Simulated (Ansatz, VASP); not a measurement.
**VN: VASP beside Ansatz**

INCAR

```
SYSTEM = VN
ALGO = Normal ; EDIFF = 1E-6
ENCUT = 600 ; GGA = PE
GGA_COMPAT = .FALSE. ; ISIF = 2
ISMEAR = 1 ; ISPIN = 2
LASPH = .TRUE. ; LCHARG = .FALSE.
LMAXMIX = 4 ; LORBIT = 11
LREAL = .FALSE. ; LWAVE = .FALSE.
MAGMOM = 0.3 0 ; NBANDS = 20
NELM = 200 ; PREC = Accurate
SIGMA = 0.024
```

File KPOINTS:

```
k-points
0
G
  4 4 4
  0 0 0
```

Contents of POSCAR:

```
VN
1.0
    0.0000000000      2.0624650000      2.0624650000
    2.0624650000      0.0000000000      2.0624650000
    2.0624650000      2.0624650000      0.0000000000
V N
1 1
Direct
    0.0000000000      0.0000000000      0.0000000000
    0.5000000000      0.5000000000      0.5000000000
```

Input for Ansatz:

```yaml
crystal:
  lattice:
    - [0.0, 2.062465, 2.062465]
    - [2.062465, 0.0, 2.062465]
    - [2.062465, 2.062465, 0.0]
  atoms:
    - { symbol: V, position: [0.0, 0.0, 0.0], spin: 0.3 }
    - { symbol: "N", position: [0.5, 0.5, 0.5] }
basis:
  ecutwfc: 420
kpoints:
  mp_grid: { grid: [4, 4, 4] }
  band_path: { path: [VBM, CBM], npoints: 5 }
hamiltonian:
  xc: pbe
scf:
  occupations: { method: cold, width: 0.024 }
  lower_state_search: "off"
  n_extra_bands: 8
  eigensolver: { mixed_precision: false }
  max_iter: 60
output:
  forces: true
  stress: true
  eigenvalues: true
  populations: true
magnetization:
  spin_polarized: true
```

Alike in both runs: task single point; functional PBE; k mesh 4 × 4 × 4; collinear spin.

|  | VASP | Ansatz |
| --- | --- | --- |
| version | VASP 6.6.1 | Ansatz 0.2.0 |
| potentials or method | VASP PAW PBE potentials, release 64 (V_sv, N), cutoff 600 eV | scalar-relativistic, plane waves, PAW |
| occupations | methfessel-paxton of order 1, width 0.024 eV | cold, width 0.024 eV |
| valence electrons in the cell | 18 | 18 |

```csv
,VASP,Ansatz,Ansatz less VASP
gap on the k mesh at the Fermi level (eV),none,none,-
pressure (GPa),-1.3,-1.7,-0.37
net moment per atom (μB),0.16,0.16,0.000
size of the moment on the site where the two differ most (μB),0.28,0.24,-0.046
```

Site moments also hang on the region over which each program counts them. A gap of «none» marks a metal or a gap that the smearing closes. Ansatz's warnings: band edges overlap, stability check not made.

The k mesh is coarse, so the values compare programs but aren't converged.
